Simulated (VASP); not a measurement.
# BeTe in VASP: a series of runs

BeTe is run at these levels: r2SCAN, PBE; tasks: single point.

Everything below comes from runs of VASP 6.6.1. Logs are shortened: lines on timing, memory, paths and dates and some standing lists are left out, and cuts for length are marked.

**1. The cell of the first run**

Symmetry: F-43m, No. 216, cubic system. Conventional cell: a = 5.468 Å, b = 5.468 Å, c = 5.468 Å, α = 90.00°, β = 90.00°, γ = 90.00°. Within 3.1 Å of Be (site symmetry -43m) lie 4 Te at 2.37 Å. Within 3.1 Å of Te (site symmetry -43m) lie 4 Be at 2.37 Å.

**2. Single point, r2SCAN (strain -3.3%)**

File POSCAR:

```
BeTe
1.0
    0.0000000000      2.7341475934      2.7341475934
    2.7341475934      0.0000000000      2.7341475934
    2.7341475934      2.7341475934      0.0000000000
Be Te
1 1
Direct
    0.0000000000      0.0000000000      0.0000000000
    0.2500000000      0.2500000000      0.2500000000
```

File INCAR.step1:

```
SYSTEM = BeTe
PREC = Accurate
ENCUT = 520
ISMEAR = 0
SIGMA = 0.01
LREAL = .False.
LASPH = .True.
NELM = 60
NBANDS = 11
GGA = PE
ALGO = Normal
EDIFF = 1E-4
LWAVE = .True.
LCHARG = .False.
```

File INCAR.step2:

```
SYSTEM = BeTe
PREC = Accurate
ENCUT = 520
EDIFF = 1E-6
ISMEAR = 0
SIGMA = 0.01
LREAL = .False.
LASPH = .True.
NELM = 60
ALGO = Normal
ISIF = 2
LWAVE = .False.
LCHARG = .False.
METAGGA = R2SCAN
LMIXTAU = .True.
NBANDS = 11
ISTART = 1
```

File KPOINTS:

```
regular mesh
0
Gamma
  8 8 8
  0 0 0
```

Potentials or basis: VASP PAW PBE potentials, release 64 (Be, Te).

Launch:

```sh
$ cat potpaw_PBE.64/Be/POTCAR potpaw_PBE.64/Te/POTCAR > POTCAR
$ cp INCAR.step1 INCAR
$ mpirun -np 1 vasp_std > vasp.out
$ cp INCAR.step2 INCAR
$ mpirun -np 1 vasp_std > vasp.out
```

OUTCAR:

```text
SYSTEM = BeTe
   PREC = Accurate
   ENCUT = 520
   EDIFF = 1E-6
   ISMEAR = 0
   LREAL = .False.
   LASPH = .True.
   NELM = 60
   ISIF = 2
   METAGGA = R2SCAN
   ISTART = 1

 ion  position               nearest neighbor table
   1  0.000  0.000  0.000-   2 2.37   2 2.37   2 2.37   2 2.37
   2  0.250  0.250  0.250-   1 2.37   1 2.37   1 2.37   1 2.37

  LATTYP: Found a face centered cubic cell.
 ALAT       =     5.4682951868

  Lattice vectors:

 A1 = (   0.0000000000,   2.7341475934,   2.7341475934)
 A2 = (   2.7341475934,   0.0000000000,   2.7341475934)
 A3 = (   2.7341475934,   2.7341475934,   0.0000000000)

Analysis of symmetry for initial positions (statically):
=====================================================================
 Subroutine PRICEL returns:
 Original cell was already a primitive cell.

 Routine SETGRP: Setting up the symmetry group for a
 face centered cubic supercell.

 Subroutine GETGRP returns: Found 24 space group operations
 (whereof 24 operations were pure point group operations)
 out of a pool of 48 trial point group operations.

The static configuration has the point symmetry T_d .

Analysis of symmetry for dynamics (positions and initial velocities):
=====================================================================
 Subroutine PRICEL returns:
 Original cell was already a primitive cell.

 Routine SETGRP: Setting up the symmetry group for a
 face centered cubic supercell.

 Subroutine GETGRP returns: Found 24 space group operations
 (whereof 24 operations were pure point group operations)
 out of a pool of 48 trial point group operations.

The dynamic configuration has the point symmetry T_d .

 Subroutine INISYM returns: Found 24 space group operations
 (whereof 24 operations are pure point group operations),
 and found     1 'primitive' translations

----------------------------------------------------------------------------------------

                                     Primitive cell

  volume of cell :      40.8786

  direct lattice vectors                    reciprocal lattice vectors
     0.000000000  2.734147593  2.734147593    -0.182872352  0.182872352  0.182872352
     2.734147593  0.000000000  2.734147593     0.182872352 -0.182872352  0.182872352
     2.734147593  2.734147593  0.000000000     0.182872352  0.182872352 -0.182872352

  length of vectors
     3.866668608  3.866668608  3.866668608     0.316744204  0.316744204  0.316744204

[... 87 lines left out ...]
   ISYM   =      2    0-nonsym 1-usesym 2-fastsym
   POTIM  = 0.5000    time-step for ionic-motion
   TEBEG  =    0.0;   TEEND  =   0.0 temperature during run
   PSTRESS=    0.0 pullay stress
   NELECT =       8.0000    total number of electrons
   NUPDOWN=      -1.0000    fix difference up-down
   EMIN   =  10.00;   EMAX   =-10.00  energy-range for DOS
   EFERMI =   0.00;   METHOD = LEGACY
   ISMEAR =     0;   SIGMA  =   0.01  broadening in eV -4-tet -1-fermi 0-gaus
   EFERMI_NEDOS =   21; number of points for ismear=-14 and -15
   IALGO  =     38    algorithm
   IMIX   =      4    mixing-type and parameters
     AMIX     =   0.40;   BMIX     =  1.00
     AMIX_MAG =   1.60;   BMIX_MAG =  1.00
  volume/ion in A,a.u.               =      20.44       137.93
  Fermi-wavevector in a.u.,A,eV,Ry     =   0.950472  1.796133 12.291475  0.903398
  Thomas-Fermi vector in A             =   2.078852
   LORBIT       =      0    0 simple, 1 ext, 2 COOP (PROOUT), +10 PAW based schemes
   METAGGA = R2SCAN    functional components
   LHFCALC =     F    Hartree Fock is set to
   AEXX    =    0.0000 exact exchange contribution
   IVDW    =     0    specifies the selected vdW correction
   LEPSILON=     F    determine dielectric tensor
   LRPA    =     F    only Hartree local field effects (RPA)
 non-spin polarized calculation
 Gauss-broadening in eV      SIGMA  =   0.01
  energy-cutoff  :      520.00
  volume of cell :       40.88
 maximum number of plane-waves:      1124
 NGX is ok and might be reduce to    30
   NGX = 15   NGY = 15   NGZ = 15

 number of electron       8.0000000 magnetization

 Free energy of the ion-electron system (eV)
  ---------------------------------------------------
  ext. energy  EPLUGINS =         0.00000000
  ---------------------------------------------------
  free energy    TOTEN  =       -30.58552909 eV

  energy without entropy =      -30.58552909  energy(sigma->0) =      -30.58552909

 E-fermi :   6.0442     XC(G=0):  -9.8559

 val. band max:        5.9926072314   @ k =   0.0000   0.0000   0.0000
 cond. band min:       8.0904917662   @ k =   0.5000   0.5000   0.0000
 fundamental gap:      2.0978845348
 Fermi energy:         6.0441573626

 k-point     1 :       0.0000    0.0000    0.0000
  band No.  band energies     occupation
      1      -7.4512      2.00000
      2       5.9926      2.00000
      3       5.9926      2.00000
      4       5.9926      2.00000
      5       9.8989      0.00000
      6       9.8989      0.00000
      7       9.8989      0.00000
      8      11.2246      0.00000
      9      15.1848      0.00000
     10      16.9082      0.00000
     11      16.9082      0.00000
[... 309 lines left out ...]
 k-point    24 :      -0.3750    0.2500    0.1250
  band No.  band energies     occupation
      1      -5.4569      2.00000
      2       0.0920      2.00000
      3       2.6483      2.00000
      4       3.7368      2.00000
      5      10.5898      0.00000
      6      10.9243      0.00000
      7      13.5610      0.00000
      8      14.7099      0.00000
      9      15.2309      0.00000
     10      18.5517      0.00000
     11      19.0719      0.00000

 [... further k-points ...]

------------------------ aborting loop because EDIFF is reached ----------------------------------------

  FORCE on cell =-STRESS in cart. coord.  units (eV):
  Direction    XX          YY          ZZ          XY          YZ          ZX
  --------------------------------------------------------------------------------------
  -------------------------------------------------------------------------------------
  Total        1.9514017      1.9514017      1.9514017      0.0000000      0.0000000      0.0000000
  in kB       76.4823796     76.4823796     76.4823796      0.0000000      0.0000000      0.0000000
  external PRESSURE =      76.4823796 kB  Pullay stress =       0.0000000 kB

 VOLUME and BASIS-vectors are now :
 -----------------------------------------------------------------------------
  energy-cutoff  :      520.00
  volume of cell :       40.88
      direct lattice vectors                 reciprocal lattice vectors
     0.000000000  2.734147593  2.734147593    -0.182872352  0.182872352  0.182872352
     2.734147593  0.000000000  2.734147593     0.182872352 -0.182872352  0.182872352
     2.734147593  2.734147593  0.000000000     0.182872352  0.182872352 -0.182872352

 POSITION                                       TOTAL-FORCE (eV/Angst)
 -----------------------------------------------------------------------------------
      0.00000      0.00000      0.00000        -0.000000      0.000000     -0.000000
      1.36707      1.36707      1.36707         0.000000      0.000000      0.000000
 -----------------------------------------------------------------------------------
    total drift:                                0.000000      0.000000      0.000000

  FREE ENERGIE OF THE ION-ELECTRON SYSTEM (eV)
  ---------------------------------------------------
  free  energy   TOTEN  =       -30.5855290939 eV

  energy  without entropy=      -30.5855290939  energy(sigma->0) =      -30.58552909
```

OUTCAR.step1:

```text
SYSTEM = BeTe
   PREC = Accurate
   ENCUT = 520
   ISMEAR = 0
   LREAL = .False.
   LASPH = .True.
[... 558 lines left out ...]
      0.00000      0.00000      0.00000        -0.000000      0.000000     -0.000000
      1.36707      1.36707      1.36707         0.000000     -0.000000      0.000000
 -----------------------------------------------------------------------------------
    total drift:                                0.000000      0.000000      0.000000

  FREE ENERGIE OF THE ION-ELECTRON SYSTEM (eV)
  ---------------------------------------------------
  free  energy   TOTEN  =        -7.5241828505 eV

  energy  without entropy=       -7.5241828505  energy(sigma->0) =       -7.52418285
```

Run time: 40 s. Hardware: 1 thread of Intel Xeon Platinum 8488C (Sapphire Rapids), shared host; peak memory 0.18 GiB.

What came out:

```yaml
Free_energy: -30.5855 eV
Pressure: 7.6 GPa
Band_gap_on_the_k_mesh: 2.10 eV (least direct gap 3.91 eV)
```

Caveat: the cell differs from its parent crystal (strain -3.3%); the cell stands under pressure; the PAW data sets were made with another functional, which shifts forces and pressure a little; spin-orbit coupling is left out, which moves the levels of the heavy elements.

**3. Single point, PBE (uniaxial x strain +2.3%)**

File INCAR:

```
PREC = Accurate
ENCUT = 520
EDIFF = 1E-6
ISMEAR = -1
SIGMA = 0.02
LREAL = False
LASPH = True
NELM = 80
ALGO = Normal
ISIF = 2
LWAVE = False
LCHARG = True
GGA = PE
LELF = True
LVHAR = True
NBANDS = 11
```

File KPOINTS:

```
regular mesh
0
Gamma
  8 8 8
```

File POSCAR:

```
BeTe
1.0
    0.0000000000      2.8286236224      2.8286236224
    2.8936819657      0.0000000000      2.8286236224
    2.8936819657      2.8286236224      0.0000000000
Be Te
1 1
Direct
    0.0000000000      0.0000000000      0.0000000000
    0.2500000000      0.2500000000      0.2500000000
```

Potentials or basis: VASP PAW PBE potentials, release 64 (Be, Te).

Launch:

```sh
$ cat potpaw_PBE.64/Be/POTCAR potpaw_PBE.64/Te/POTCAR > POTCAR
$ mpirun -np 1 vasp_std > vasp.out
```

It took 25 s on 1 thread of Intel Xeon Platinum 8488C (Sapphire Rapids), shared host; peak memory 0.18 GiB.

It converged, with:

```yaml
Free_energy: -7.6192 eV
Pressure: -0.9 GPa
Band_gap_on_the_k_mesh: 1.97 eV (least direct gap 3.52 eV)
```

Stress tensor (GPa, compression positive):
```
-1.85  0.00  0.00
 0.00 -0.46  0.00
 0.00  0.00 -0.46
```

Levels at points of the mesh, in eV from the valence-band top:
| k point | band 1 | band 2 | band 3 | band 4 | band 5 | band 6 | band 7 | band 8 | band 9 |
| --- | --- | --- | --- | --- | --- | --- | --- | --- | --- |
| (0.00, 0.00, 0.00) | -12.10 | -0.12 | 0.00 | 0.00 | 3.52 | 3.58 | 3.58 | 3.63 | 8.22 |
| (0.50, 0.00, 0.00) | -10.85 | -5.35 | -1.21 | -1.02 | 2.92 | 4.51 | 4.63 | 7.79 | 10.71 |
| (0.50, 0.50, 0.00) | -10.36 | -4.93 | -2.62 | -2.58 | 1.97 | 2.61 | 9.38 | 9.47 | 11.32 |
| (0.00, 0.50, 0.50) | -10.45 | -5.05 | -2.45 | -2.45 | 2.12 | 2.80 | 9.41 | 9.41 | 11.19 |

Caveat: the cell differs from its parent crystal (uniaxial x strain +2.3%); spin-orbit coupling is left out, which moves the levels of the heavy elements. A k mesh can miss the band edges.
